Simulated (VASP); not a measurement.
# Bi (P6/mmm) in VASP: a series of runs

Bi is run at these levels: r2SCAN; tasks: single point.

Everything below comes from runs of VASP 6.6.1. Logs are shortened: lines on timing, memory, paths and dates and some standing lists are left out, and cuts for length are marked.

**1. The cell of the first run**

The structure is hexagonal, space group P6/mmm (No. 191). Conventional cell: a = 5.782 Å, b = 5.782 Å, c = 3.398 Å, α = 90.00°, β = 90.00°, γ = 120.00°. Bi (site symmetry 6/mmm) has 14 Bi at 3.40 to 3.75 Å within 4.5 Å. Within 4.4 Å of Bi (site symmetry -6m2) lie 11 Bi at 3.34 to 3.75 Å.

This isn't the form of Bi at room conditions, which is rhombohedral.

**2. Single point, r2SCAN (32.79 Å³/atom)**

Input file POSCAR:

```
Bi
1.0
    5.7816569152      0.0000000000      0.0000000000
   -2.8908284576      5.0070617645      0.0000000000
    0.0000000000      0.0000000000      3.3977958456
Bi
3
Direct
    0.0000000000      1.0000000000      0.0000000000
    0.3333333333      0.6666666667      0.5000000000
    0.6666666667      0.3333333333      0.5000000000
```

Input file INCAR.step1:

```
SYSTEM = Bi
PREC = Accurate ; ENCUT = 550
ISMEAR = -1 ; SIGMA = 0.1
LREAL = .False. ; LASPH = .True.
NELM = 120 ; NBANDS = 30
GGA = PE ; ALGO = Normal
EDIFF = 1E-5 ; LWAVE = .True.
LCHARG = .False. ; GGA_COMPAT = .False.
```

Input file INCAR.step2:

```
SYSTEM = Bi
PREC = Accurate ; ENCUT = 550
EDIFF = 1E-6 ; ISMEAR = -1
SIGMA = 0.1 ; LREAL = .False.
LASPH = .True. ; NELM = 120
ALGO = Normal ; ISIF = 2
LWAVE = .False. ; LCHARG = .False.
METAGGA = R2SCAN ; LMIXTAU = .True.
NBANDS = 30 ; ISTART = 1
GGA_COMPAT = .False.
```

Input file KPOINTS:

```
Automatic mesh
0
Gamma
  7 7 11
  0 0 0
```

Potentials or basis: VASP PAW PBE potentials, release 64 (Bi_d).

Started as:

```bash
> cat potpaw_PBE.64/Bi_d/POTCAR > POTCAR
> cp INCAR.step1 INCAR
> mpirun -np 1 vasp_std > vasp.out
> cp INCAR.step2 INCAR
> mpirun -np 1 vasp_std > vasp.out
```

OUTCAR:

```text
SYSTEM = Bi
   PREC = Accurate
   ENCUT = 550
   EDIFF = 1E-6
   ISMEAR = -1
   LREAL = .False.
   LASPH = .True.
   NELM = 120
   ISIF = 2
   METAGGA = R2SCAN
   ISTART = 1

 ion  position               nearest neighbor table
   1  0.000  0.000  0.000-   2 3.75   3 3.75   2 3.75   3 3.75   2 3.75   2 3.75   3 3.75   3 3.75
                             3 3.75   3 3.75   2 3.75   2 3.75
   2  0.333  0.667  0.500-   3 3.34   3 3.34   3 3.34   1 3.75   1 3.75   1 3.75   1 3.75   1 3.75
                             1 3.75
   3  0.667  0.333  0.500-   2 3.34   2 3.34   2 3.34   1 3.75   1 3.75   1 3.75   1 3.75   1 3.75
                             1 3.75

  LATTYP: Found a hexagonal cell.
 ALAT       =     5.7816569152
 C/A-ratio  =     0.5876854845

  Lattice vectors:

 A1 = (   5.7816569152,   0.0000000000,   0.0000000000)
 A2 = (  -2.8908284576,   5.0070617645,   0.0000000000)
 A3 = (   0.0000000000,   0.0000000000,   3.3977958456)

Analysis of symmetry for initial positions (statically):
=====================================================================
 Subroutine PRICEL returns:
 Original cell was already a primitive cell.

 Routine SETGRP: Setting up the symmetry group for a
 hexagonal supercell.

 Subroutine GETGRP returns: Found 24 space group operations
 (whereof 24 operations were pure point group operations)
 out of a pool of 24 trial point group operations.

The static configuration has the point symmetry D_6h.

Analysis of symmetry for dynamics (positions and initial velocities):
=====================================================================
 Subroutine PRICEL returns:
 Original cell was already a primitive cell.

 Routine SETGRP: Setting up the symmetry group for a
 hexagonal supercell.

 Subroutine GETGRP returns: Found 24 space group operations
 (whereof 24 operations were pure point group operations)
 out of a pool of 24 trial point group operations.

The dynamic configuration has the point symmetry D_6h.

 Subroutine INISYM returns: Found 24 space group operations
 (whereof 24 operations are pure point group operations),
 and found     1 'primitive' translations

----------------------------------------------------------------------------------------

                                     Primitive cell

  volume of cell :      98.3632

  direct lattice vectors                    reciprocal lattice vectors
     5.781656915  0.000000000  0.000000000     0.172960799  0.099858964  0.000000000
    -2.890828458  5.007061765  0.000000000     0.000000000  0.199717928  0.000000000
     0.000000000  0.000000000  3.397795846     0.000000000  0.000000000  0.294308442

  length of vectors
     5.781656915  5.781656915  3.397795846     0.199717928  0.199717928  0.294308442

  position of ions in fractional coordinates (direct lattice)
     0.000000000  0.000000000  0.000000000
     0.333333333  0.666666667  0.500000000
     0.666666667  0.333333333  0.500000000

  ion indices of the primitive-cell ions
   primitive index   ion index
                 1           1
                 2           2
                 3           3

----------------------------------------------------------------------------------------

 KPOINTS: Automatic mesh

Automatic generation of k-mesh.
 Grid dimensions read from file:
 generate k-points for:    7    7   11

 Generating k-lattice:

  Cartesian coordinates                     Fractional coordinates (reciprocal lattice)
     0.024708686  0.014265566  0.000000000     0.142857143  0.000000000  0.000000000
     0.000000000  0.028531133  0.000000000     0.000000000  0.142857143  0.000000000
     0.000000000  0.000000000  0.026755313     0.000000000  0.000000000  0.090909091

  Length of vectors
     0.028531133  0.028531133  0.026755313

  Shift w.r.t. Gamma in fractional coordinates (k-lattice)
     0.000000000  0.000000000  0.000000000

 Subroutine IBZKPT returns following result:
 ===========================================

 Found     48 irreducible k-points:

 Following reciprocal coordinates:
            Coordinates               Weight
  0.000000  0.000000  0.000000      1.000000
  0.142857  0.000000  0.000000      6.000000
  0.285714  0.000000  0.000000      6.000000
  0.428571  0.000000  0.000000      6.000000
  0.142857  0.142857  0.000000      6.000000
  0.285714  0.142857  0.000000     12.000000
[... 16 lines left out ...]
  0.428571  0.142857  0.181818     12.000000
  0.285714  0.285714  0.181818     12.000000
 [... further k-points ...]
   k-points           NKPTS =     48   k-points in BZ     NKDIM =     48   number of bands    NBANDS=     30
   number of dos      NEDOS =    301   number of ions     NIONS =      3
   total plane-waves  NPLWV =  64512
   dimension x,y,z NGX =    48 NGY =   48 NGZ =   28
   dimension x,y,z NGXF=    96 NGYF=   96 NGZF=   56
   ions per type =               3
   NGX,Y,Z   is equivalent  to a cutoff of  13.80, 13.80, 13.70 a.u.
   NGXF,Y,Z  is equivalent  to a cutoff of  27.60, 27.60, 27.40 a.u.
 SYSTEM =  Bi
   PREC   = accura    normal or accurate (medium, high low for compatibility)
   ISTART =      1    job   : 0-new  1-cont  2-samecut
   ICHARG =      0    charge: 1-file 2-atom 10-const
   ISPIN  =      1    spin polarized calculation?
   LNONCOLLINEAR =      F non collinear calculations
   LSORBIT =      F    spin-orbit coupling
   LASPH  =      T    aspherical Exc in radial PAW
   ENCUT  =  550.0 eV  40.42 Ry    6.36 a.u.  11.06 11.06  6.50*2*pi/ulx,y,z
   NELM   =    120;   NELMIN=  2; NELMDL=  0     # of ELM steps
   EDIFF  = 0.1E-05   stopping-criterion for ELM
   LREAL  =      F    real-space projection
   EDIFFG = 0.1E-04   stopping-criterion for IOM
   NSW    =      0    number of steps for IOM
   IBRION =     -1    ionic relax: 0-MD 1-quasi-New 2-CG
   NFREE  =      0    steps in history (QN), initial steepest desc. (CG)
   ISIF   =      2    stress and relaxation
   ISYM   =      2    0-nonsym 1-usesym 2-fastsym
   POTIM  = 0.5000    time-step for ionic-motion
   TEBEG  =    0.0;   TEEND  =   0.0 temperature during run
   PSTRESS=    0.0 pullay stress
   NELECT =      45.0000    total number of electrons
   NUPDOWN=      -1.0000    fix difference up-down
   EMIN   =  10.00;   EMAX   =-10.00  energy-range for DOS
   EFERMI =   0.00;   METHOD = LEGACY
   ISMEAR =    -1;   SIGMA  =   0.10  broadening in eV -4-tet -1-fermi 0-gaus
   EFERMI_NEDOS =   21; number of points for ismear=-14 and -15
   IALGO  =     38    algorithm
   IMIX   =      4    mixing-type and parameters
     AMIX     =   0.40;   BMIX     =  1.00
     AMIX_MAG =   1.60;   BMIX_MAG =  1.00
  volume/ion in A,a.u.               =      32.79       221.26
  Fermi-wavevector in a.u.,A,eV,Ry     =   1.261445  2.383784 21.650165  1.591242
  Thomas-Fermi vector in A             =   2.394903
   LORBIT       =      0    0 simple, 1 ext, 2 COOP (PROOUT), +10 PAW based schemes
   METAGGA = R2SCAN    functional components
   LHFCALC =     F    Hartree Fock is set to
   AEXX    =    0.0000 exact exchange contribution
   IVDW    =     0    specifies the selected vdW correction
   LEPSILON=     F    determine dielectric tensor
   LRPA    =     F    only Hartree local field effects (RPA)
 non-spin polarized calculation
  energy-cutoff  :      550.00
  volume of cell :       98.36
 maximum number of plane-waves:      2907
 NGX is ok and might be reduce to    48
   NGX = 23   NGY = 23   NGZ = 13

 number of electron      44.9999989 magnetization

 Free energy of the ion-electron system (eV)
  ---------------------------------------------------
  ext. energy  EPLUGINS =         0.00000000
  ---------------------------------------------------
  free energy    TOTEN  =      -174.76629965 eV

  energy without entropy =     -174.68950196  energy(sigma->0) =     -174.72790080

 E-fermi :   7.1902     XC(G=0): -10.7770

 val. band max:        7.1783078490   @ k =   0.4286   0.0000   0.2727
 cond. band min:       7.2326460838   @ k =   0.4286   0.0000   0.3636
 fundamental gap:      0.0543382348
 Fermi energy:         7.1902462278

 k-point     1 :       0.0000    0.0000    0.0000
  band No.  band energies     occupation
      1     -16.6010      2.00000
      2     -16.5217      2.00000
      3     -16.5020      2.00000
      4     -16.4943      2.00000
      5     -16.4943      2.00000
      6     -16.4246      2.00000
[... 22 lines left out ...]
     29      16.5254      0.00000
     30      18.1048      0.00000

 k-point     2 :       0.1429    0.0000    0.0000
  band No.  band energies     occupation
      1     -16.5986      2.00000
      2     -16.5223      2.00000
      3     -16.5217      2.00000
      4     -16.5028      2.00000
      5     -16.4791      2.00000
      6     -16.4312      2.00000
[... 22 lines left out ...]
     29      17.0720      0.00000
     30      17.0761      0.00000

 k-point     3 :       0.2857    0.0000    0.0000
  band No.  band energies     occupation
      1     -16.5923      2.00000
      2     -16.5464      2.00000
      3     -16.5235      2.00000
      4     -16.5189      2.00000
      5     -16.4743      2.00000
      6     -16.4397      2.00000
[... 22 lines left out ...]
     29      15.6071      0.00000
     30      16.3971      0.00000

 k-point     4 :       0.4286    0.0000    0.0000
  band No.  band energies     occupation
      1     -16.5827      2.00000
      2     -16.5673      2.00000
      3     -16.5297      2.00000
      4     -16.5247      2.00000
      5     -16.4775      2.00000
      6     -16.4446      2.00000
[... 22 lines left out ...]
     29      14.6421      0.00000
     30      15.5588      0.00000

 k-point     5 :       0.1429    0.1429    0.0000
  band No.  band energies     occupation
      1     -16.5944      2.00000
      2     -16.5386      2.00000
      3     -16.5232      2.00000
      4     -16.5180      2.00000
      5     -16.4699      2.00000
      6     -16.4378      2.00000
[... 22 lines left out ...]
     29      15.9226      0.00000
     30      16.4396      0.00000
[... 526 lines left out ...]
     29      15.3715      0.00000
     30      16.4034      0.00000

 k-point    22 :       0.2857    0.1429    0.1818
  band No.  band energies     occupation
      1     -16.5448      2.00000
      2     -16.5269      2.00000
      3     -16.5241      2.00000
      4     -16.4721      2.00000
      5     -16.4571      2.00000
      6     -16.4461      2.00000
[... 22 lines left out ...]
     29      15.1778      0.00000
     30      15.9481      0.00000

 k-point    23 :       0.4286    0.1429    0.1818
  band No.  band energies     occupation
      1     -16.5468      2.00000
      2     -16.5313      2.00000
      3     -16.5274      2.00000
      4     -16.4731      2.00000
      5     -16.4560      2.00000
      6     -16.4394      2.00000
[... 22 lines left out ...]
     29      14.3252      0.00000
     30      16.2212      0.00000

 k-point    24 :       0.2857    0.2857    0.1818
  band No.  band energies     occupation
      1     -16.5487      2.00000
      2     -16.5292      2.00000
      3     -16.5291      2.00000
      4     -16.4749      2.00000
      5     -16.4451      2.00000
      6     -16.4442      2.00000
[... 22 lines left out ...]
     29      14.9051      0.00000
     30      14.9999      0.00000

 [... further k-points ...]

------------------------ aborting loop because EDIFF is reached ----------------------------------------

  FORCE on cell =-STRESS in cart. coord.  units (eV):
  Direction    XX          YY          ZZ          XY          YZ          ZX
  --------------------------------------------------------------------------------------
  -------------------------------------------------------------------------------------
  Total       -1.2490722     -1.2490722     -0.8478038      0.0000000     -0.0000000      0.0000000
  in kB      -20.3453692    -20.3453692    -13.8093549      0.0000000     -0.0000000      0.0000000
  external PRESSURE =     -18.1666977 kB  Pullay stress =       0.0000000 kB

 VOLUME and BASIS-vectors are now :
 -----------------------------------------------------------------------------
  energy-cutoff  :      550.00
  volume of cell :       98.36
      direct lattice vectors                 reciprocal lattice vectors
     5.781656915  0.000000000  0.000000000     0.172960799  0.099858964  0.000000000
    -2.890828458  5.007061765  0.000000000     0.000000000  0.199717928  0.000000000
     0.000000000  0.000000000  3.397795846     0.000000000  0.000000000  0.294308442

 POSITION                                       TOTAL-FORCE (eV/Angst)
 -----------------------------------------------------------------------------------
      0.00000      0.00000      0.00000        -0.000000      0.000000      0.000000
     -0.00000      3.33804      1.69890         0.000000      0.000000     -0.000000
      2.89083      1.66902      1.69890        -0.000000      0.000000      0.000000
 -----------------------------------------------------------------------------------
    total drift:                               -0.000000      0.000000     -0.000000

  FREE ENERGIE OF THE ION-ELECTRON SYSTEM (eV)
  ---------------------------------------------------
  free  energy   TOTEN  =      -174.7662996477 eV

  energy  without entropy=     -174.6895019557  energy(sigma->0) =     -174.72790080
```

Run time: 7.6 min. Hardware: 1 thread of Oxide Virtual Turin-like, shared host; peak memory 0.29 GiB.

What came out:

```
Free energy            : -174.7663 eV
Pressure               : -1.8 GPa
Band gap on the k mesh : zero (an odd number of electrons rules out a gap without spin polarisation)
```

Stress tensor (GPa, compression positive):
```
-2.03  0.00  0.00
 0.00 -2.03  0.00
 0.00  0.00 -1.38
```

Caveat: the PAW data sets were made with another functional, which shifts forces and pressure a little; spin-orbit coupling is left out, which moves the levels of the heavy elements.

**3. Single point, r2SCAN (34.05 Å³/atom)**

This run uses another cell than the first one, of 34.05 Å³/atom.

Input file POSCAR:

```
Bi
1.0
    5.8548502158      0.0000000000      0.0000000000
   -2.9274251079      5.0704490223      0.0000000000
    0.0000000000      0.0000000000      3.4408104859
Bi
3
Direct
    0.0000000000      1.0000000000      0.0000000000
    0.3333333333      0.6666666667      0.5000000000
    0.6666666667      0.3333333333      0.5000000000
```

Input file INCAR.step1:

```
SYSTEM = Bi
PREC = Accurate
ENCUT = 550
ISMEAR = -1
SIGMA = 0.1
LREAL = .FALSE.
LASPH = .TRUE.
NELM = 120
NBANDS = 30
GGA = PE
ALGO = Normal
EDIFF = 1E-5
LWAVE = .TRUE.
LCHARG = .FALSE.
GGA_COMPAT = .FALSE.
```

Input file INCAR.step2:

```
SYSTEM = Bi
PREC = Accurate
ENCUT = 550
EDIFF = 1E-6
ISMEAR = -1
SIGMA = 0.1
LREAL = .FALSE.
LASPH = .TRUE.
NELM = 120
ALGO = Normal
ISIF = 2
LWAVE = .FALSE.
LCHARG = .TRUE.
METAGGA = R2SCAN
LMIXTAU = .TRUE.
LELF = .TRUE.
LVHAR = .TRUE.
NBANDS = 30
ISTART = 1
GGA_COMPAT = .FALSE.
```

Input file KPOINTS:

```
regular mesh
0
G
  7 7 11
  0 0 0
```

Potentials or basis: VASP PAW PBE potentials, release 64 (Bi_d).

Started as:

```bash
> cat potpaw_PBE.64/Bi_d/POTCAR > POTCAR
> cp INCAR.step1 INCAR
> mpirun -np 1 vasp_std > vasp.out
> cp INCAR.step2 INCAR
> mpirun -np 1 vasp_std > vasp.out
```

Wall time 6 min (1 thread of Oxide Virtual Turin-like, shared host); peak memory 0.29 GiB.

Results (log left out):

```yaml
Free_energy: -174.7061 eV
Pressure: -3.4 GPa
Band_gap_on_the_k_mesh: zero (an odd number of electrons rules out a gap without spin polarisation)
```

Stress tensor (GPa, compression positive):
```
-3.50  0.00  0.00
 0.00 -3.50  0.00
 0.00  0.00 -3.13
```

Levels at points of the mesh, in eV from the Fermi level:
```
           k point  band 19  band 20  band 21  band 22  band 23  band 24  band 25  band 26  band 27  band 28
(0.00, 0.00, 0.00)    -3.29    -3.29    -3.03    -3.03     1.77     4.53     4.53     5.15     5.18     6.31
```

Caveat: the cell stands under tension; the PAW data sets were made with another functional, which shifts forces and pressure a little; spin-orbit coupling is left out, which moves the levels of the heavy elements.

**4. Single point, r2SCAN (35.31 Å³/atom)**

This run uses another cell than the first one, of 35.31 Å³/atom.

Input file POSCAR:

```
Bi
1.0
    5.9262578658      0.0000000000      0.0000000000
   -2.9631289329      5.1322898611      0.0000000000
    0.0000000000      0.0000000000      3.4827757253
Bi
3
Direct
    0.0000000000      1.0000000000      0.0000000000
    0.3333333333      0.6666666667      0.5000000000
    0.6666666667      0.3333333333      0.5000000000
```

Input file INCAR.step1:

```
ALGO = Normal ; EDIFF = 1E-5
ENCUT = 550 ; GGA = PE
GGA_COMPAT = False ; ISMEAR = -1
LASPH = True ; LCHARG = False
LREAL = False ; LWAVE = True
NBANDS = 30 ; NELM = 120
PREC = Accurate ; SIGMA = 0.1
```

Input file INCAR.step2:

```
ALGO = Normal ; EDIFF = 1E-6
ENCUT = 550 ; GGA_COMPAT = False
ISIF = 2 ; ISMEAR = -1
ISTART = 1 ; LASPH = True
LCHARG = True ; LELF = True
LMIXTAU = True ; LREAL = False
LVHAR = True ; LWAVE = False
METAGGA = R2SCAN ; NBANDS = 30
NELM = 120 ; PREC = Accurate
SIGMA = 0.1
```

Input file KPOINTS:

```
k-points
0
Gamma
  7 7 11
```

Started as:

```bash
> cat potpaw_PBE.64/Bi_d/POTCAR > POTCAR
> cp INCAR.step1 INCAR
> mpirun -np 1 vasp_std > vasp.out
> cp INCAR.step2 INCAR
> mpirun -np 1 vasp_std > vasp.out
```

Wall time 7.5 min (1 thread of Oxide Virtual Turin-like, shared host); peak memory 0.29 GiB.

Results (log left out):

| Item | Value |
| --- | --- |
| Free energy | -174.6128 eV |
| Pressure | -4.6 GPa |
| Band gap on the k mesh | zero (an odd number of electrons rules out a gap without spin polarisation) |

Stress tensor (GPa, compression positive):
```
-4.69  0.00  0.00
 0.00 -4.69  0.00
 0.00  0.00 -4.52
```

Levels at points of the mesh, in eV from the Fermi level:
```csv
k point,band 18,band 19,band 20,band 21,band 22,band 23,band 24,band 25,band 26,band 27
"(0.00, 0.00, 0.00)",-10.33,-3.14,-3.14,-2.89,-2.89,1.72,4.30,4.30,4.89,4.92
```

Caveat: the cell stands under tension; the PAW data sets were made with another functional, which shifts forces and pressure a little; spin-orbit coupling is left out, which moves the levels of the heavy elements.

**5. The runs side by side**

```csv
cell,gap on the mesh (eV),pressure (GPa)
"a = 5.782, b = 5.782, c = 3.398 Å, angles 90.0, 90.0, 120.0°, 3 atoms",none,-1.8
"a = 5.855, b = 5.855, c = 3.441 Å, angles 90.0, 90.0, 120.0°, 3 atoms",none,-3.4
"a = 5.926, b = 5.926, c = 3.483 Å, angles 90.0, 90.0, 120.0°, 3 atoms",none,-4.6
```

Alike in all rows: task single point; level r2SCAN; potentials or basis VASP PAW PBE potentials, release 64 (Bi_d); no spin polarisation; k mesh 7 × 7 × 11; cutoff (eV) 550; smearing fermi-dirac 0.1 eV.

Caveats: the PAW data sets were made with another functional, which shifts forces and pressure a little; spin-orbit coupling is left out, which moves the levels of the heavy elements; the cell stands under tension (at least some runs).

Absolute energies hang on the potentials; compare differences alone.

The gap in the log of VASP goes by the Fermi energy; the results here count the filled bands.